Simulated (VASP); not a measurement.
# SrPb (Cmcm) in VASP: notebook

Runs on SrPb. Level: LDA. Tasks: single point.

Program: VASP 6.6.1. These are calculated values, not measurements. Logs are shortened: lines on timing, memory, paths and dates and some standing lists are left out, and cuts for length are marked.

**1. The cell of the first run**

The structure is orthorhombic, space group Cmcm (No. 63). The conventional cell has a = 5.018 Å, b = 12.230 Å, c = 4.648 Å, α = 90.00°, β = 90.00°, γ = 90.00°. Within 4.7 Å of Sr (site symmetry m2m) lie 7 Pb at 3.48 to 3.59 Å and 8 Sr at 3.98 to 4.65 Å. Pb (site symmetry m2m) has 2 Pb at 3.01 Å and 7 Sr at 3.48 to 3.59 Å within 4.0 Å.

**2. Single point, LDA**

INCAR

```
ALGO = Normal ; EDIFF = 1E-6
ENCUT = 520 ; ISIF = 2
ISMEAR = 1 ; LASPH = T
LCHARG = T ; LELF = T
LREAL = F ; LVHAR = T
LWAVE = F ; NBANDS = 32
NELM = 100 ; PREC = Accurate
SIGMA = 0.1
```

KPOINTS

```
k-points
0
Gamma
  5 5 5
```

POSCAR

```
SrPb
1.0
    6.6097130000      0.0000000000      0.0000000000
   -4.7049162558      4.6424205936      0.0000000000
    0.0000000000      0.0000000000      4.6480000000
Sr Pb
2 2
Direct
    0.8680000000      0.1320000000      0.2500000000
    0.1320000000      0.8680000000      0.7500000000
    0.5780000000      0.4220000000      0.2500000000
    0.4220000000      0.5780000000      0.7500000000
```

Potentials or basis: VASP PAW LDA potentials, release 64 (Sr_sv, Pb_d).

Run with:

```
$ cat potpaw_LDA.64/Sr_sv/POTCAR potpaw_LDA.64/Pb_d/POTCAR > POTCAR
$ mpirun -np 1 vasp_std > vasp.out
```

OUTCAR:

```text
EDIFF = 1E-6
   ENCUT = 520
   ISIF = 2
   ISMEAR = 1
   LASPH = T
   LREAL = F
   NELM = 100
   PREC = Accurate

 ion  position               nearest neighbor table
   1  0.868  0.132  0.250-   4 3.48   4 3.48   4 3.48   4 3.48   3 3.55   3 3.59   3 3.59   2 3.98
                             2 3.98   2 4.48   2 4.48   2 4.48   2 4.48
   2  0.132  0.868  0.750-   3 3.48   3 3.48   3 3.48   3 3.48   4 3.55   4 3.59   4 3.59   1 3.98
                             1 3.98   1 4.48   1 4.48   1 4.48   1 4.48
   3  0.578  0.422  0.250-   4 3.01   4 3.01   2 3.48   2 3.48   2 3.48   2 3.48   1 3.55   1 3.59
                             1 3.59
   4  0.422  0.578  0.750-   3 3.01   3 3.01   1 3.48   1 3.48   1 3.48   1 3.48   2 3.55   2 3.59
                             2 3.59

  LATTYP: Found a base centered orthorhombic cell.
 ALAT       =     5.0179995620
 B/A-ratio  =     2.4372262331
 C/A-ratio  =     0.9262655252

  Lattice vectors:

 A1 = (   6.6097130000,   0.0000000000,   0.0000000000)
 A2 = (  -4.7049162558,   4.6424205936,   0.0000000000)
 A3 = (   0.0000000000,   0.0000000000,   4.6480000000)

Analysis of symmetry for initial positions (statically):
=====================================================================
 Subroutine PRICEL returns:
 Original cell was already a primitive cell.

 Routine SETGRP: Setting up the symmetry group for a
 base centered orthorhombic supercell.

 Subroutine GETGRP returns: Found  8 space group operations
 (whereof  4 operations were pure point group operations)
 out of a pool of  8 trial point group operations.

The static configuration has the point symmetry C_2h.
 The point group associated with its full space group is D_2h.

Analysis of symmetry for dynamics (positions and initial velocities):
=====================================================================
 Subroutine PRICEL returns:
 Original cell was already a primitive cell.

 Routine SETGRP: Setting up the symmetry group for a
 base centered orthorhombic supercell.

 Subroutine GETGRP returns: Found  8 space group operations
 (whereof  4 operations were pure point group operations)
 out of a pool of  8 trial point group operations.

The dynamic configuration has the point symmetry C_2h.
 The point group associated with its full space group is D_2h.

 Subroutine INISYM returns: Found  8 space group operations
 (whereof  4 operations are pure point group operations),
 and found     1 'primitive' translations

----------------------------------------------------------------------------------------

[... 99 lines left out ...]
   NSW    =      0    number of steps for IOM
   IBRION =     -1    ionic relax: 0-MD 1-quasi-New 2-CG
   NFREE  =      0    steps in history (QN), initial steepest desc. (CG)
   ISIF   =      2    stress and relaxation
   ISYM   =      2    0-nonsym 1-usesym 2-fastsym
   POTIM  = 0.5000    time-step for ionic-motion
   TEBEG  =    0.0;   TEEND  =   0.0 temperature during run
   PSTRESS=    0.0 pullay stress
   NELECT =      48.0000    total number of electrons
   NUPDOWN=      -1.0000    fix difference up-down
   EMIN   =  10.00;   EMAX   =-10.00  energy-range for DOS
   EFERMI =   0.00;   METHOD = LEGACY
   ISMEAR =     1;   SIGMA  =   0.10  broadening in eV -4-tet -1-fermi 0-gaus
   EFERMI_NEDOS =   21; number of points for ismear=-14 and -15
   IALGO  =     38    algorithm
   IMIX   =      4    mixing-type and parameters
     AMIX     =   0.40;   BMIX     =  1.00
     AMIX_MAG =   1.60;   BMIX_MAG =  1.00
  volume/ion in A,a.u.               =      35.66       240.62
  Fermi-wavevector in a.u.,A,eV,Ry     =   1.138739  2.151905 17.643034  1.296726
  Thomas-Fermi vector in A             =   2.275443
   LORBIT       =      0    0 simple, 1 ext, 2 COOP (PROOUT), +10 PAW based schemes
   GGA     = CA    functional components
   LHFCALC =     F    Hartree Fock is set to
   AEXX    =    0.0000 exact exchange contribution
   IVDW    =     0    specifies the selected vdW correction
   LEPSILON=     F    determine dielectric tensor
   LRPA    =     F    only Hartree local field effects (RPA)
 non-spin polarized calculation
 Methfessel and Paxton  Order N= 1 SIGMA  =   0.10
  energy-cutoff  :      520.00
  volume of cell :      142.62
 maximum number of plane-waves:      3866
 NGX is ok and might be reduce to    50
   NGX = 25   NGY = 25   NGZ = 17

 number of electron      47.9999999 magnetization

 Free energy of the ion-electron system (eV)
  ---------------------------------------------------
  ext. energy  EPLUGINS =         0.00000000
  ---------------------------------------------------
  free energy    TOTEN  =       -14.78647238 eV

  energy without entropy =      -14.78508333  energy(sigma->0) =      -14.78600936

 E-fermi :   4.2427     XC(G=0):  -9.2264

 val. band max:        4.2139794296   @ k =  -0.2000   0.2000   0.4000
 cond. band min:       4.2790953458   @ k =   0.0000   0.0000   0.0000
 fundamental gap:      0.0651159161
 Fermi energy:         4.2427408203

 k-point     1 :       0.0000    0.0000    0.0000
  band No.  band energies     occupation
      1     -31.5856      2.00000
      2     -31.5671      2.00000
      3     -13.8407      2.00000
      4     -13.7380      2.00000
      5     -13.7140      2.00000
      6     -13.6991      2.00000
[... 829 lines left out ...]
     31       8.1463      0.00000
     32       8.5445      0.00000

 [... further k-points ...]

------------------------ aborting loop because EDIFF is reached ----------------------------------------

  FORCE on cell =-STRESS in cart. coord.  units (eV):
  Direction    XX          YY          ZZ          XY          YZ          ZX
  --------------------------------------------------------------------------------------
  -------------------------------------------------------------------------------------
  Total       -0.9487230     -1.2652574     -0.6823667     -0.1561649     -0.0000000     -0.0000000
  in kB      -10.6575364    -14.2133435     -7.6654069     -1.7542876     -0.0000000     -0.0000000
  external PRESSURE =     -10.8454289 kB  Pullay stress =       0.0000000 kB

 VOLUME and BASIS-vectors are now :
 -----------------------------------------------------------------------------
  energy-cutoff  :      520.00
  volume of cell :      142.62
      direct lattice vectors                 reciprocal lattice vectors
     6.609713000  0.000000000  0.000000000     0.151292499  0.153329179  0.000000000
    -4.704916256  4.642420594  0.000000000     0.000000000  0.215404869  0.000000000
     0.000000000  0.000000000  4.648000000     0.000000000  0.000000000  0.215146299

 POSITION                                       TOTAL-FORCE (eV/Angst)
 -----------------------------------------------------------------------------------
      5.11618      0.61280      1.16200        -0.109742      0.045027      0.000000
     -3.21139      4.02962      3.48600         0.109742     -0.045027      0.000000
      1.83494      1.95910      1.16200         0.485743     -0.199302      0.000000
      0.06986      2.68332      3.48600        -0.485743      0.199302      0.000000
 -----------------------------------------------------------------------------------
    total drift:                               -0.000000     -0.000000     -0.000000

  FREE ENERGIE OF THE ION-ELECTRON SYSTEM (eV)
  ---------------------------------------------------
  free  energy   TOTEN  =       -14.7864723761 eV

  energy  without entropy=      -14.7850833311  energy(sigma->0) =      -14.78600936
```

OSZICAR:

```text
N       E                     dE             d eps       ncg     rms          rms(c)
DAV:   1     0.517092782005E+03    0.51709E+03   -0.22467E+04  1728   0.154E+03
DAV:   2     0.335889961853E+02   -0.48350E+03   -0.46577E+03  1784   0.427E+02
DAV:   3    -0.122056593523E+02   -0.45795E+02   -0.44612E+02  2568   0.146E+02
DAV:   4    -0.149963987598E+02   -0.27907E+01   -0.27685E+01  2584   0.346E+01
DAV:   5    -0.151434469408E+02   -0.14705E+00   -0.14700E+00  2968   0.610E+00    0.215E+01
DAV:   6    -0.148667129183E+02    0.27673E+00   -0.28836E-01  2272   0.389E+00    0.126E+01
DAV:   7    -0.147857368129E+02    0.80976E-01   -0.37245E-01  2296   0.432E+00    0.117E+00
DAV:   8    -0.147866154377E+02   -0.87862E-03   -0.87182E-02  2632   0.140E+00    0.430E-01
DAV:   9    -0.147866724807E+02   -0.57043E-04   -0.93212E-03  2296   0.472E-01    0.285E-01
DAV:  10    -0.147865242159E+02    0.14826E-03   -0.18549E-03  2656   0.287E-01    0.956E-02
DAV:  11    -0.147864719324E+02    0.52283E-04   -0.34430E-04  2160   0.111E-01    0.415E-02
DAV:  12    -0.147864744069E+02   -0.24744E-05   -0.41641E-05  2536   0.357E-02    0.146E-02
DAV:  13    -0.147864722740E+02    0.21329E-05   -0.10708E-05  2256   0.172E-02    0.666E-03
DAV:  14    -0.147864723761E+02   -0.10207E-06   -0.11602E-06  1584   0.673E-03
   1 F= -.14786472E+02 E0= -.14786009E+02  d E =-.138904E-02
```

stdout:

```text
POSCAR found type information on POSCAR SrPb
 POSCAR found :  2 types and       4 ions
 scaLAPACK will be used
 LDA part: xc-table for (Slater(with rela. corr.)+CA(PZ))
 , standard interpolation
 POSCAR, INCAR and KPOINTS ok, starting setup
 FFT: planning ... GRIDC
 FFT: planning ... GRID_SOFT
 FFT: planning ... GRID
 WAVECAR not read
 entering main loop
```

Run time: 3.8 min. Hardware: 1 thread of AMD EPYC 7R13, shared host; peak memory 0.26 GiB.

What came out:

```
Free energy            : -14.7865 eV
Pressure               : -1.1 GPa
Largest force          : 0.525 eV/Å
Band gap on the k mesh : zero (bands 24 and 25 overlap by 0.85 eV)
```

Forces in eV/Å, atoms in the order of the input:
```
Sr  -0.110  0.045  0.000
Sr   0.110 -0.045  0.000
Pb   0.486 -0.199  0.000
Pb  -0.486  0.199  0.000
```

Caveat: spin-orbit coupling is left out, which moves the levels of the heavy elements.

**3. Single point, LDA**

INCAR

```
SYSTEM = SrPb
PREC = Accurate
ENCUT = 520
EDIFF = 1E-6
ISMEAR = 1
SIGMA = 0.1
LREAL = .FALSE.
LASPH = .TRUE.
NELM = 60
ALGO = Normal
ISIF = 2
LWAVE = .FALSE.
LCHARG = .TRUE.
LELF = .TRUE.
LVHAR = .TRUE.
NBANDS = 32
```

KPOINTS

```
regular mesh
0
G
  5 5 5
  0 0 0
```

POSCAR is that of step 2.

Potentials or basis: VASP PAW LDA potentials, release 64 (Sr_sv, Pb_d).

Run with:

```
$ cat potpaw_LDA.64/Sr_sv/POTCAR potpaw_LDA.64/Pb_d/POTCAR > POTCAR
$ mpirun -np 1 vasp_std > vasp.out
```

Run time: 3.6 min. Hardware: 1 thread of AMD EPYC 7R13, shared host; peak memory 0.26 GiB.

It converged, with:

```
Free energy            : -14.7865 eV
Pressure               : -1.1 GPa
Largest force          : 0.525 eV/Å
Band gap on the k mesh : zero (bands 24 and 25 overlap by 0.85 eV)
```

Forces in eV/Å, atoms in the order of the input:
```
Sr  -0.110  0.045  0.000
Sr   0.110 -0.045  0.000
Pb   0.486 -0.199  0.000
Pb  -0.486  0.199  0.000
```

Stress tensor (GPa, compression positive):
```
-1.07 -0.18  0.00
-0.18 -1.42  0.00
 0.00  0.00 -0.77
```

Levels at points of the mesh, in eV from the Fermi level:
| k point | band 22 | band 23 | band 24 | band 25 | band 26 | band 27 |
| --- | --- | --- | --- | --- | --- | --- |
| (0.00, 0.00, 0.00) | -1.27 | -1.05 | 0.04 | 0.89 | 0.99 | 1.92 |

Caveat: spin-orbit coupling is left out, which moves the levels of the heavy elements.
